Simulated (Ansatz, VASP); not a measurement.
# One calculation of KI, two programs

Contents of INCAR:

```
SYSTEM = KI
ALGO = Normal
EDIFF = 1E-7
ENCUT = 520
GGA = PS
ISIF = 2
ISMEAR = 0
LASPH = .True.
LCHARG = .False.
LREAL = .False.
LWAVE = .False.
NBANDS = 15
NELM = 80
PREC = Accurate
SIGMA = 0.05
```

File KPOINTS:

```
k-points
0
Gamma
  6 6 6
  0 0 0
```

The input POSCAR:

```
KI
1.0
    0.0000000000      3.5245500000      3.5245500000
    3.5245500000      0.0000000000      3.5245500000
    3.5245500000      3.5245500000      0.0000000000
K I
1 1
Direct
   -0.0376168650      0.0376168650      0.0000000000
    0.5000000000      0.5000000000      0.5000000000
```

Input for Ansatz:

```yaml
crystal:
  lattice:
    - [0.0, 3.52455, 3.52455]
    - [3.52455, 0.0, 3.52455]
    - [3.52455, 3.52455, 0.0]
  atoms:
    - { symbol: K, position: [-0.037616865, 0.037616865, 0.0] }
    - { symbol: I, position: [0.5, 0.5, 0.5] }
basis:
  ecutwfc: 420
kpoints:
  mp_grid: { grid: [6, 6, 6] }
hamiltonian:
  xc: pbesol
scf:
  occupations: { method: gaussian, width: 0.05 }
output:
  forces: true
  stress: true
  eigenvalues: true
```

Change from the starting cell: all K atoms moved +0.188 Å, as atom 1 along Cartesian [1 -1 0].

Alike in both runs: task single point; functional PBEsol; k mesh 6 × 6 × 6; occupations gaussian, width 0.05 eV; no spin polarisation.

```csv
,VASP,Ansatz
version,VASP 6.6.1,Ansatz 0.2.0
potentials or method,"VASP PAW PBE potentials, release 64 (K_sv, I), cutoff 520 eV","scalar-relativistic, plane waves, PAW"
valence electrons in the cell,16,26
```

|  | VASP | Ansatz | Ansatz less VASP |
| --- | --- | --- | --- |
| gap on the k mesh at the Fermi level (eV) | 3.84 | 3.84 | +0.005 |
| least direct gap on the mesh (eV) | 3.84 | 3.84 | +0.005 |
| pressure (GPa) | 0.0 | -0.1 | -0.03 |
| traceless stress, the component that is largest in VASP (GPa) | -0.17 | -0.17 | +0.002 |
| rms of the force components (eV/Å) | 0.111 | 0.110 | -0.0016 |

VASP's potentials were made for PBE, not for PBEsol. Atom by atom the forces differ by 0.002 eV/Å (rms over components). VASP's potentials hold 16 valence electrons a cell and Ansatz's 26, so a difference there can come from the potentials and not from the codes.

Spin-orbit coupling is off throughout.
